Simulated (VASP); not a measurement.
Rb2Pd, 3 atoms in the cell. It takes space group I4/mmm (No. 139, tetragonal). Conventional cell: a = 5.487 Å, b = 5.487 Å, c = 9.312 Å, α = 90.00°, β = 90.00°, γ = 90.00°. Rb (site symmetry -4m2) has 4 Pd at 3.60 Å and 6 Rb at 3.88 to 4.66 Å within 4.7 Å. Pd (site symmetry 4/mmm) has 8 Rb at 3.60 Å within 4.7 Å.  This cell differs from its parent crystal: ratio of the length along z to the lengths across it x 1.2, volume and fractional coordinates fixed.

- Program: VASP 6.6.1
- Task: single point
- Functional: r2SCAN
- Potentials or basis: VASP PAW PBE potentials, release 64 (Rb_sv, Pd)
- Cutoff: 520 eV
- k mesh: 6 × 6 × 6
- Occupations: gaussian, width 0.05 eV
- Spin: no spin polarisation
- Dipole correction: no
- Further INCAR settings: ALGO = Normal; EDIFF = 1e-07; NBANDS = 21

Potentials or basis: VASP PAW PBE potentials, release 64 (Rb_sv, Pd).

Command:

```sh
$ cat potpaw_PBE.64/Rb_sv/POTCAR potpaw_PBE.64/Pd/POTCAR > POTCAR
$ cp INCAR.step1 INCAR
$ mpirun -np 1 vasp_std > vasp.out
$ cp INCAR.step2 INCAR
$ mpirun -np 1 vasp_std > vasp.out
```

Hardware: 1 thread of Oxide Virtual Turin-like Processor, on a shared host.

Question: How long does it take, and how much memory?

Answer: Wall time 10 min on 1 thread of Oxide Virtual Turin-like Processor, on a shared host, peak memory 0.34 GiB. Counts: k points 30.
